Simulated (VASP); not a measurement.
A run of VASP 6.6.1 is set up as follows.

INCAR

```
ALGO = Normal
EDIFF = 1E-6
ENCUT = 520
GGA = PE
ISIF = 2
ISMEAR = -1
LASPH = T
LCHARG = T
LELF = T
LREAL = F
LVHAR = T
LWAVE = F
NBANDS = 13
NELM = 80
PREC = Accurate
SIGMA = 0.08
```

The input KPOINTS:

```
k-points
0
Gamma
  14 14 14
```

File POSCAR:

```
W
1.0
   -1.6212595000      1.6212595000      1.5973000000
    1.6212595000     -1.6212595000      1.5973000000
    1.6212595000      1.6212595000     -1.5973000000
W
1
Direct
    0.0000000000      0.0000000000      0.0000000000
```

Potentials or basis: VASP PAW PBE potentials, release 64 (W_sv).

Run with:

```bash
$ cat potpaw_PBE.64/W_sv/POTCAR > POTCAR
$ mpirun -np 1 vasp_std > vasp.out
```

(1) Predict the band gap on the k mesh.

(2) Estimate the pressure.

Results:

(1) zero (band 7 reaches 15.36 eV, above the bottom of band 8 at 9.55 eV).

(2) -10.6 GPa.

Caveat: the cell differs from its parent crystal (x and y stretched by +1.5 %, z held); spin-orbit coupling is left out, which moves the levels of the heavy elements.
